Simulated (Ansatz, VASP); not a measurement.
**Hf: VASP beside Ansatz**

```xyz
1
Lattice="-1.7461 1.7461 1.7461 1.7461 -1.7461 1.7461 1.7461 1.7461 -1.7461" Properties=species:S:1:pos:R:3 pbc="T T T"
Hf    0.0000    0.0000    0.0000
```

Alike in both runs: functional PBEsol; k mesh 12 × 12 × 12; occupations fermi-dirac, width 0.1 eV; no spin polarisation.

Ansatz relaxed the structure, and its values are those at the end. VASP's run is a single point on that final structure, the one shown.

|  | VASP | Ansatz |
| --- | --- | --- |
| version | VASP 6.6.1 | Ansatz 0.2.0 |
| potentials or method | VASP PAW PBE potentials, release 64 (Hf_pv), cutoff 520 eV | plane waves (420 eV) with PAW, scalar-relativistic |
| valence electrons in the cell | 10 | 26 |

Ansatz gave:

```
pressure (GPa) : 0.0
```

Task: Estimate VASP's values.

Result: Pressure (GPa): -0.2.

VASP's potentials were made for PBE, not for PBEsol, and Ansatz warns of the same on its side. VASP's potentials hold 10 valence electrons a cell and Ansatz's 26, so a difference there can come from the potentials and not from the codes.

Neither program's run includes spin-orbit coupling.
